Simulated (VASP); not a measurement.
The system is AlP.

```xyz
2
Lattice="0.0000 2.7393 2.7393 2.7393 0.0000 2.7393 2.7393 2.7393 0.0000" Properties=species:S:1:pos:R:3 pbc="T T T"
Al    0.0000    0.0000    0.0000
P     1.3696    1.3696    1.3696
```

Base run:

- Program: VASP 6.6.1
- Functional: PBEsol
- Dispersion: D4
- Potentials or basis: VASP PAW PBE potentials, release 64 (Al, P)
- Cutoff: 500 eV
- k mesh: 6 × 6 × 6
- Occupations: gaussian, width 0.01 eV
- Spin: no spin polarisation

Its results: band gap on the k mesh 1.45 eV (least direct gap 3.12 eV); pressure -1.7 GPa.

The run is repeated on the same cell with these changes: dispersion from D4 to none; occupations from gaussian, width 0.01 eV to methfessel-paxton, width 0.5 eV. What comes out?

Band gap on the k mesh 1.46 eV (least direct gap 3.12 eV); pressure -0.3 GPa.

Caveats: the PAW data sets were made with another functional, which shifts forces and pressure a little; so wide a smearing shifts energies and pressures (at least some runs).

A k mesh can miss the band edges.
